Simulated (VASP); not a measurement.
A run of VASP 6.6.1 is set up as follows.

Contents of POSCAR:

```
Pd
1.0
    0.0000000000      1.9558504376      1.9558504376
    1.9558504376      0.0000000000      1.9558504376
    1.9558504376      1.9558504376      0.0000000000
Pd
1
Direct
    0.0000000000      0.0000000000      0.0000000000
```

INCAR.step1

```
PREC     = Accurate       # precision mode
ENCUT    = 520            # plane-wave cutoff, eV
ISMEAR   = 1              # smearing method
SIGMA    = 1.0            # smearing width, eV
LREAL    = F              # projectors in reciprocal space
LASPH    = T              # aspherical terms in the spheres
NELM     = 80             # most SCF steps
NBANDS   = 11             # bands
GGA      = PE             # functional
ALGO     = Normal         # electronic algorithm
EDIFF    = 1E-4           # SCF threshold, eV
LWAVE    = T              # write WAVECAR
LCHARG   = F              # write CHGCAR
```

The input INCAR.step2:

```
PREC     = Accurate       # precision mode
ENCUT    = 520            # plane-wave cutoff, eV
EDIFF    = 1E-6           # SCF threshold, eV
ISMEAR   = 1              # smearing method
SIGMA    = 1.0            # smearing width, eV
LREAL    = F              # projectors in reciprocal space
LASPH    = T              # aspherical terms in the spheres
NELM     = 80             # most SCF steps
ALGO     = Normal         # electronic algorithm
ISIF     = 2              # what is computed and relaxed
LWAVE    = F              # write WAVECAR
LCHARG   = T              # write CHGCAR
METAGGA  = R2SCAN         # meta-GGA
LMIXTAU  = T            
LELF     = T              # ELF
LVHAR    = T            
NBANDS   = 11             # bands
ISTART   = 1
```

File KPOINTS:

```
regular mesh
0
Gamma
  14 14 14
```

Potentials or basis: VASP PAW PBE potentials, release 64 (Pd).

Run with:

```bash
$ cat potpaw_PBE.64/Pd/POTCAR > POTCAR
$ cp INCAR.step1 INCAR
$ mpirun -np 1 vasp_std > vasp.out
$ cp INCAR.step2 INCAR
$ mpirun -np 1 vasp_std > vasp.out
```

Problem. What does it give for the band gap on the k mesh?

Solution. Zero (band 5 reaches 9.66 eV, above the bottom of band 6 at 8.02 eV).

Problem. What does it give for the pressure?

Solution. 0.0 GPa.

Caveat: the PAW data sets were made with another functional, which shifts forces and pressure a little.
